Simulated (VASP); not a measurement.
Input of a VASP 6.6.1 run:

The input INCAR:

```
SYSTEM = Na
PREC = Accurate
ENCUT = 520
EDIFF = 1E-6
ISMEAR = 1
SIGMA = 0.1
LREAL = .False.
LASPH = .True.
NELM = 60
ALGO = Normal
ISIF = 2
LWAVE = .False.
LCHARG = .True.
LELF = .True.
LVHAR = .True.
NBANDS = 22
```

File KPOINTS:

```
regular mesh
0
Gamma
  4 4 6
  0 0 0
```

Contents of POSCAR:

```
Na
1.0
    3.2157930000     -6.6318660000      0.0000000000
    3.2157930000      6.6318660000      0.0000000000
    0.0000000000      0.0000000000      4.0273770000
Na
4
Direct
    0.5000000000      0.5000000000      0.0000000000
    0.0000000000      0.0000000000      0.5000000000
    0.6964060000      0.3035940000      0.5000000000
    0.3035940000      0.6964060000      0.5000000000
```

Potentials or basis: VASP PAW LDA potentials, release 64 (Na_pv).

Launch:

```sh
$ cat potpaw_LDA.64/Na_pv/POTCAR > POTCAR
$ mpirun -np 1 vasp_std > vasp.out
```

Problem. What does it give for the band gap on the k mesh?

Solution. Zero (bands 14 and 15 overlap by 2.17 eV).

Problem. Estimate the largest force.

Solution. 0.187 eV/Å.

Problem. Estimate the pressure.

Solution. -0.8 GPa.

Forces on the atoms (eV/Å):
```
Na   0.000  0.000  0.000
Na   0.000  0.000  0.000
Na   0.000 -0.187  0.000
Na   0.000  0.187  0.000
```
